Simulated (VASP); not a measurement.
# MgO (Fm-3m) in VASP: notebook

The runs below take MgO through single point, with LDA.

All numbers are computed with VASP 6.6.1; they aren't measurements. Logs are shortened: lines on timing, memory, paths and dates and some standing lists are left out, and cuts for length are marked.

**1. The cell of the first run**

Symmetry: Fm-3m, No. 225, cubic system. Conventional cell: a = 4.257 Å, b = 4.257 Å, c = 4.257 Å, α = 90.00°, β = 90.00°, γ = 90.00°. Within 2.8 Å of Mg (site symmetry m-3m) lie 6 O at 2.13 Å. O (site symmetry m-3m) has 6 Mg at 2.13 Å within 2.8 Å.

**2. Single point, LDA**

Input file INCAR:

```
PREC = Accurate ; ENCUT = 840
EDIFF = 1E-6 ; ISMEAR = -1
SIGMA = 0.05 ; LREAL = False
LASPH = True ; NELM = 120
ALGO = Normal ; ISIF = 2
LWAVE = False ; LCHARG = True
GGA = CA ; LELF = True
LVHAR = True ; NBANDS = 15
GGA_COMPAT = False
```

Input file KPOINTS:

```
regular mesh
0
Gamma
  9 9 9
```

Input file POSCAR:

```
MgO
1.0
    0.0000000000      2.1285000000      2.1285000000
    2.1285000000      0.0000000000      2.1285000000
    2.1285000000      2.1285000000      0.0000000000
Mg O
1 1
Direct
    0.0000000000      0.0000000000      0.0000000000
    0.5000000000      0.5000000000      0.5000000000
```

Potentials or basis: VASP PAW LDA potentials, release 64 (Mg_sv, O).

Run with:

```bash
$ cat potpaw_LDA.64/Mg_sv/POTCAR potpaw_LDA.64/O/POTCAR > POTCAR
$ mpirun -np 1 vasp_std > vasp.out
```

OUTCAR:

```text
PREC = Accurate
   ENCUT = 840
   EDIFF = 1E-6
   ISMEAR = -1
   LREAL = False
   LASPH = True
   NELM = 120
   ISIF = 2
   GGA = CA

 ion  position               nearest neighbor table
   1  0.000  0.000  0.000-
   2  0.500  0.500  0.500-

  LATTYP: Found a face centered cubic cell.
 ALAT       =     4.2570000000

  Lattice vectors:

 A1 = (   0.0000000000,   2.1285000000,   2.1285000000)
 A2 = (   2.1285000000,   0.0000000000,   2.1285000000)
 A3 = (   2.1285000000,   2.1285000000,   0.0000000000)

Analysis of symmetry for initial positions (statically):
=====================================================================
 Subroutine PRICEL returns:
 Original cell was already a primitive cell.

 Routine SETGRP: Setting up the symmetry group for a
 face centered cubic supercell.

 Subroutine GETGRP returns: Found 48 space group operations
 (whereof 48 operations were pure point group operations)
 out of a pool of 48 trial point group operations.

The static configuration has the point symmetry O_h .

Analysis of symmetry for dynamics (positions and initial velocities):
=====================================================================
 Subroutine PRICEL returns:
 Original cell was already a primitive cell.

 Routine SETGRP: Setting up the symmetry group for a
 face centered cubic supercell.

 Subroutine GETGRP returns: Found 48 space group operations
 (whereof 48 operations were pure point group operations)
 out of a pool of 48 trial point group operations.

The dynamic configuration has the point symmetry O_h .

 Subroutine INISYM returns: Found 48 space group operations
 (whereof 48 operations are pure point group operations),
 and found     1 'primitive' translations

----------------------------------------------------------------------------------------

                                     Primitive cell

  volume of cell :      19.2864

  direct lattice vectors                    reciprocal lattice vectors
     0.000000000  2.128500000  2.128500000    -0.234907212  0.234907212  0.234907212
     2.128500000  0.000000000  2.128500000     0.234907212 -0.234907212  0.234907212
     2.128500000  2.128500000  0.000000000     0.234907212  0.234907212 -0.234907212

  length of vectors
     3.010153568  3.010153568  3.010153568     0.406871226  0.406871226  0.406871226

  position of ions in fractional coordinates (direct lattice)
     0.000000000  0.000000000  0.000000000
     0.500000000  0.500000000  0.500000000

  ion indices of the primitive-cell ions
   primitive index   ion index
                 1           1
                 2           2

----------------------------------------------------------------------------------------

 KPOINTS: regular mesh

Automatic generation of k-mesh.
 Grid dimensions read from file:
 generate k-points for:    9    9    9

 Generating k-lattice:

  Cartesian coordinates                     Fractional coordinates (reciprocal lattice)
    -0.026100801  0.026100801  0.026100801     0.111111111  0.000000000  0.000000000
     0.026100801 -0.026100801  0.026100801     0.000000000  0.111111111  0.000000000
     0.026100801  0.026100801 -0.026100801     0.000000000  0.000000000  0.111111111

  Length of vectors
     0.045207914  0.045207914  0.045207914

  Shift w.r.t. Gamma in fractional coordinates (k-lattice)
     0.000000000  0.000000000  0.000000000

 Subroutine IBZKPT returns following result:
 ===========================================

 Found     35 irreducible k-points:

 Following reciprocal coordinates:
            Coordinates               Weight
  0.000000  0.000000  0.000000      1.000000
  0.111111  0.000000  0.000000      8.000000
  0.222222  0.000000  0.000000      8.000000
  0.333333  0.000000  0.000000      8.000000
  0.444444  0.000000  0.000000      8.000000
  0.111111  0.111111  0.000000      6.000000
[... 16 lines left out ...]
 -0.333333  0.333333  0.000000     12.000000
  0.444444  0.444444  0.000000      6.000000
 [... further k-points ...]
   k-points           NKPTS =     35   k-points in BZ     NKDIM =     35   number of bands    NBANDS=     15
   number of dos      NEDOS =    301   number of ions     NIONS =      2
   total plane-waves  NPLWV =  21952
   dimension x,y,z NGX =    28 NGY =   28 NGZ =   28
   dimension x,y,z NGXF=    56 NGYF=   56 NGZF=   56
   ions per type =               1   1
   NGX,Y,Z   is equivalent  to a cutoff of  15.46, 15.46, 15.46 a.u.
   NGXF,Y,Z  is equivalent  to a cutoff of  30.93, 30.93, 30.93 a.u.
 SYSTEM =  unknown system
   PREC   = accura    normal or accurate (medium, high low for compatibility)
   ISTART =      0    job   : 0-new  1-cont  2-samecut
   ICHARG =      2    charge: 1-file 2-atom 10-const
   ISPIN  =      1    spin polarized calculation?
   LNONCOLLINEAR =      F non collinear calculations
   LSORBIT =      F    spin-orbit coupling
   LASPH  =      T    aspherical Exc in radial PAW
   ENCUT  =  840.0 eV  61.74 Ry    7.86 a.u.   7.11  7.11  7.11*2*pi/ulx,y,z
   NELM   =    120;   NELMIN=  2; NELMDL= -5     # of ELM steps
   EDIFF  = 0.1E-05   stopping-criterion for ELM
   LREAL  =      F    real-space projection
   EDIFFG = 0.1E-04   stopping-criterion for IOM
   NSW    =      0    number of steps for IOM
   IBRION =     -1    ionic relax: 0-MD 1-quasi-New 2-CG
   NFREE  =      0    steps in history (QN), initial steepest desc. (CG)
   ISIF   =      2    stress and relaxation
   ISYM   =      2    0-nonsym 1-usesym 2-fastsym
   POTIM  = 0.5000    time-step for ionic-motion
   TEBEG  =    0.0;   TEEND  =   0.0 temperature during run
   PSTRESS=    0.0 pullay stress
   NELECT =      16.0000    total number of electrons
   NUPDOWN=      -1.0000    fix difference up-down
   EMIN   =  10.00;   EMAX   =-10.00  energy-range for DOS
   EFERMI =   0.00;   METHOD = LEGACY
   ISMEAR =    -1;   SIGMA  =   0.05  broadening in eV -4-tet -1-fermi 0-gaus
   EFERMI_NEDOS =   21; number of points for ismear=-14 and -15
   IALGO  =     38    algorithm
   IMIX   =      4    mixing-type and parameters
     AMIX     =   0.40;   BMIX     =  1.00
     AMIX_MAG =   1.60;   BMIX_MAG =  1.00
  volume/ion in A,a.u.               =       9.64        65.08
  Fermi-wavevector in a.u.,A,eV,Ry     =   1.538265  2.906899 32.194913  2.366259
  Thomas-Fermi vector in A             =   2.644658
   LORBIT       =      0    0 simple, 1 ext, 2 COOP (PROOUT), +10 PAW based schemes
   GGA     = CA    functional components
   LHFCALC =     F    Hartree Fock is set to
   AEXX    =    0.0000 exact exchange contribution
   IVDW    =     0    specifies the selected vdW correction
   LEPSILON=     F    determine dielectric tensor
   LRPA    =     F    only Hartree local field effects (RPA)
 non-spin polarized calculation
  energy-cutoff  :      840.00
  volume of cell :       19.29
 maximum number of plane-waves:      1075
   NGX = 15   NGY = 15   NGZ = 15

 number of electron      15.9999997 magnetization

 Free energy of the ion-electron system (eV)
  ---------------------------------------------------
  ext. energy  EPLUGINS =         0.00000000
  ---------------------------------------------------
  free energy    TOTEN  =       -13.19703223 eV

  energy without entropy =      -13.19703223  energy(sigma->0) =      -13.19703223

 E-fermi :   3.4991     XC(G=0): -11.7695

 val. band max:        2.3539109616   @ k =   0.0000   0.0000   0.0000
 cond. band min:       6.7194940118   @ k =   0.0000   0.0000   0.0000
 fundamental gap:      4.3655830501
 Fermi energy:         3.4991479766

 k-point     1 :       0.0000    0.0000    0.0000
  band No.  band energies     occupation
      1     -69.0902      2.00000
      2     -36.5547      2.00000
      3     -36.5547      2.00000
      4     -36.5547      2.00000
      5     -14.4686      2.00000
      6       2.3539      2.00000
      7       2.3539      2.00000
      8       2.3539      2.00000
      9       6.7195      0.00000
     10      17.7103      0.00000
     11      17.7103      0.00000
     12      17.7103      0.00000
     13      21.6538      0.00000
     14      23.2525      0.00000
     15      23.2525      0.00000

 k-point     2 :       0.1111    0.0000    0.0000
  band No.  band energies     occupation
      1     -69.0891      2.00000
      2     -36.5640      2.00000
      3     -36.5556      2.00000
      4     -36.5556      2.00000
      5     -14.3373      2.00000
      6       1.5714      2.00000
      7       2.2740      2.00000
      8       2.2740      2.00000
      9       7.4699      0.00000
     10      16.3040      0.00000
     11      17.9852      0.00000
     12      17.9852      0.00000
     13      22.3463      0.00000
     14      22.3463      0.00000
     15      23.4209      0.00000

 k-point     3 :       0.2222    0.0000    0.0000
  band No.  band energies     occupation
      1     -69.0868      2.00000
      2     -36.5878      2.00000
      3     -36.5581      2.00000
      4     -36.5581      2.00000
      5     -13.9850      2.00000
      6       0.0932      2.00000
      7       2.0792      2.00000
      8       2.0792      2.00000
      9       8.7758      0.00000
     10      14.7524      0.00000
     11      18.4337      0.00000
     12      18.4337      0.00000
     13      21.7476      0.00000
     14      21.7476      0.00000
     15      23.7103      0.00000
[... 343 lines left out ...]
 k-point    23 :      -0.3333    0.3333    0.0000
  band No.  band energies     occupation
      1     -69.0801      2.00000
      2     -36.6068      2.00000
      3     -36.6030      2.00000
      4     -36.5710      2.00000
      5     -12.9635      2.00000
      6      -0.8213      2.00000
      7      -0.6442      2.00000
      8       1.3799      2.00000
      9      12.2707      0.00000
     10      14.1128      0.00000
     11      14.2298      0.00000
     12      19.3929      0.00000
     13      20.5328      0.00000
     14      24.9364      0.00000
     15      28.9429      0.00000

 k-point    24 :       0.4444    0.4444    0.0000
  band No.  band energies     occupation
      1     -69.0797      2.00000
      2     -36.6210      2.00000
      3     -36.5807      2.00000
      4     -36.5807      2.00000
      5     -12.9975      2.00000
      6      -1.5712      2.00000
      7       1.0672      2.00000
      8       1.0672      2.00000
      9      11.3175      0.00000
     10      11.7381      0.00000
     11      14.9267      0.00000
     12      20.4492      0.00000
     13      20.4492      0.00000
     14      27.0613      0.00000
     15      28.1200      0.00000

 [... further k-points ...]

------------------------ aborting loop because EDIFF is reached ----------------------------------------

  FORCE on cell =-STRESS in cart. coord.  units (eV):
  Direction    XX          YY          ZZ          XY          YZ          ZX
  --------------------------------------------------------------------------------------
  -------------------------------------------------------------------------------------
  Total       -1.2047976     -1.2047976     -1.2047976      0.0000000     -0.0000000      0.0000000
  in kB     -100.0860914   -100.0860914   -100.0860914      0.0000000     -0.0000000      0.0000000
  external PRESSURE =    -100.0860914 kB  Pullay stress =       0.0000000 kB

 VOLUME and BASIS-vectors are now :
 -----------------------------------------------------------------------------
  energy-cutoff  :      840.00
  volume of cell :       19.29
      direct lattice vectors                 reciprocal lattice vectors
     0.000000000  2.128500000  2.128500000    -0.234907212  0.234907212  0.234907212
     2.128500000  0.000000000  2.128500000     0.234907212 -0.234907212  0.234907212
     2.128500000  2.128500000  0.000000000     0.234907212  0.234907212 -0.234907212

 POSITION                                       TOTAL-FORCE (eV/Angst)
 -----------------------------------------------------------------------------------
      0.00000      0.00000      0.00000        -0.000000     -0.000000     -0.000000
      2.12850      2.12850      2.12850         0.000000      0.000000      0.000000
 -----------------------------------------------------------------------------------
    total drift:                                0.000000      0.000000      0.000000

  FREE ENERGIE OF THE ION-ELECTRON SYSTEM (eV)
  ---------------------------------------------------
  free  energy   TOTEN  =       -13.1970322264 eV

  energy  without entropy=      -13.1970322264  energy(sigma->0) =      -13.19703223
```

Wall time 12 s (1 thread of AMD EPYC 7R13 (Zen 3), shared host); peak memory 0.12 GiB.

Results:

* Free energy: -13.1970 eV
* Pressure: -10.0 GPa
* Band gap on the k mesh: 4.37 eV

Levels at points of the mesh, in eV from the valence-band top:
```tsv
k point	band 5	band 6	band 7	band 8	band 9	band 10	band 11	band 12
(0.00, 0.00, 0.00)	-16.82	0.00	0.00	0.00	4.37	15.36	15.36	15.36
```

Caveat: the cell stands under tension. Expect the measured gap to be larger: semilocal functionals such as LDA lack the derivative discontinuity.

**3. Single point, LDA**

Input file INCAR:

```
SYSTEM = MgO
  ALGO = Normal
  EDIFF = 1E-6
  ENCUT = 840
  GGA = CA
  GGA_COMPAT = .False.
  ISIF = 2
  ISMEAR = -1
  LASPH = .True.
  LCHARG = .False.
  LREAL = .False.
  LWAVE = .False.
  NBANDS = 15
  NELM = 120
  PREC = Accurate
  SIGMA = 0.05
```

Input file KPOINTS:

```
k-points
0
Gamma
  9 9 9
  0 0 0
```

POSCAR is that of step 2.

Potentials or basis: VASP PAW LDA potentials, release 64 (Mg_sv, O).

Run with:

```bash
$ cat potpaw_LDA.64/Mg_sv/POTCAR potpaw_LDA.64/O/POTCAR > POTCAR
$ mpirun -np 1 vasp_std > vasp.out
```

OUTCAR:

```text
SYSTEM = MgO
   EDIFF = 1E-6
   ENCUT = 840
   GGA = CA
   ISIF = 2
   ISMEAR = -1
   LASPH = .True.
   LREAL = .False.
   NELM = 120
   PREC = Accurate

 ion  position               nearest neighbor table
   1  0.000  0.000  0.000-
   2  0.500  0.500  0.500-

  LATTYP: Found a face centered cubic cell.
 ALAT       =     4.2570000000

  Lattice vectors:

 A1 = (   0.0000000000,   2.1285000000,   2.1285000000)
 A2 = (   2.1285000000,   0.0000000000,   2.1285000000)
[... 616 lines left out ...]
------------------------ aborting loop because EDIFF is reached ----------------------------------------

  FORCE on cell =-STRESS in cart. coord.  units (eV):
  Direction    XX          YY          ZZ          XY          YZ          ZX
  --------------------------------------------------------------------------------------
  -------------------------------------------------------------------------------------
  Total       -1.2047976     -1.2047976     -1.2047976      0.0000000     -0.0000000      0.0000000
  in kB     -100.0860914   -100.0860914   -100.0860914      0.0000000     -0.0000000      0.0000000
  external PRESSURE =    -100.0860914 kB  Pullay stress =       0.0000000 kB

 VOLUME and BASIS-vectors are now :
 -----------------------------------------------------------------------------
  energy-cutoff  :      840.00
  volume of cell :       19.29
      direct lattice vectors                 reciprocal lattice vectors
     0.000000000  2.128500000  2.128500000    -0.234907212  0.234907212  0.234907212
     2.128500000  0.000000000  2.128500000     0.234907212 -0.234907212  0.234907212
     2.128500000  2.128500000  0.000000000     0.234907212  0.234907212 -0.234907212

 POSITION                                       TOTAL-FORCE (eV/Angst)
 -----------------------------------------------------------------------------------
      0.00000      0.00000      0.00000        -0.000000     -0.000000     -0.000000
      2.12850      2.12850      2.12850         0.000000      0.000000      0.000000
 -----------------------------------------------------------------------------------
    total drift:                                0.000000      0.000000      0.000000

  FREE ENERGIE OF THE ION-ELECTRON SYSTEM (eV)
  ---------------------------------------------------
  free  energy   TOTEN  =       -13.1970322264 eV

  energy  without entropy=      -13.1970322264  energy(sigma->0) =      -13.19703223
```

Wall time 11 s (1 thread of AMD EPYC 7R13 (Zen 3), shared host); peak memory 0.11 GiB.

What came out:

```yaml
Free_energy: -13.1970 eV
Pressure: -10.0 GPa
Band_gap_on_the_k_mesh: 4.37 eV
```

Levels at points of the mesh, in eV from the valence-band top:
| k point | band 5 | band 6 | band 7 | band 8 | band 9 | band 10 | band 11 | band 12 |
| --- | --- | --- | --- | --- | --- | --- | --- | --- |
| (0.00, 0.00, 0.00) | -16.82 | 0.00 | 0.00 | 0.00 | 4.37 | 15.36 | 15.36 | 15.36 |

Caveat: the cell stands under tension.
